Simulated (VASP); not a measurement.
A run of VASP 6.6.1:

INCAR

```
SYSTEM = SrO
AGGAC = 1.0 ; AGGAX = 1.0
ALDAC = 0.0 ; ALDAX = 1.0
ALGO = Normal ; EDIFF = 1E-6
ENCUT = 520 ; GGA = B5
ISIF = 2 ; ISMEAR = 0
IVDW = 12 ; LASPH = .TRUE.
LCHARG = .TRUE. ; LELF = .TRUE.
LREAL = .FALSE. ; LVHAR = .TRUE.
LWAVE = .FALSE. ; NBANDS = 15
NELM = 60 ; PREC = Accurate
SIGMA = 0.05 ; VDW_A1 = 0.4298
VDW_A2 = 4.2359 ; VDW_S6 = 1.0
VDW_S8 = 2.6996
```

File KPOINTS:

```
k-points
0
G
  8 8 8
  0 0 0
```

Contents of POSCAR:

```
SrO
1.0
    0.0000000000      2.6044201539      2.6044201539
    2.6044201539      0.0000000000      2.6044201539
    2.6044201539      2.6044201539      0.0000000000
Sr O
1 1
Direct
    0.5000000000      0.5000000000      0.5000000000
    0.0000000000      0.0000000000      0.0000000000
```

Potentials or basis: VASP PAW PBE potentials, release 64 (Sr_sv, O).

Command:

```bash
$ cat potpaw_PBE.64/Sr_sv/POTCAR potpaw_PBE.64/O/POTCAR > POTCAR
$ mpirun -np 1 vasp_std > vasp.out
```

Hardware: 1 thread of AMD EPYC 7R43 64-Core Processor (Zen 3), with other jobs on the host.

Task: Estimate the wall time of this run.

Result: It took 24 s on 1 thread of AMD EPYC 7R43 64-Core Processor (Zen 3), on a shared host, peak memory 0.14 GiB. Counts: scf iterations 13, k points 29.
